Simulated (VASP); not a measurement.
A run of VASP 6.6.1:

INCAR

```
ALGO = Normal
EDIFF = 1E-6
ENCUT = 520
ISIF = 2
ISMEAR = -1
LASPH = True
LCHARG = True
LELF = True
LREAL = False
LVHAR = True
LWAVE = False
NBANDS = 11
NELM = 80
PREC = Accurate
SIGMA = 0.1
```

KPOINTS

```
k-points
0
Gamma
  6 6 6
```

The input POSCAR:

```
Ba
1.0
   -2.3857074441      2.3857074441      2.3857074441
    2.3857074441     -2.3857074441      2.3857074441
    2.3857074441      2.3857074441     -2.3857074441
Ba
1
Direct
    0.0000000000      0.0000000000      0.0000000000
```

Potentials or basis: VASP PAW LDA potentials, release 64 (Ba_sv).

Run with:

```bash
$ cat potpaw_LDA.64/Ba_sv/POTCAR > POTCAR
$ mpirun -np 1 vasp_std > vasp.out
```

Hardware: 1 thread of Intel(R) Xeon(R) Platinum 8488C (Sapphire Rapids), on a shared host.

**Question.** How long does it take, and how much memory?

**Answer.** It took 4.5 s on 1 thread of Intel(R) Xeon(R) Platinum 8488C (Sapphire Rapids) (shared host), peak memory 0.15 GiB. Counts: scf iterations 10, k points 16.
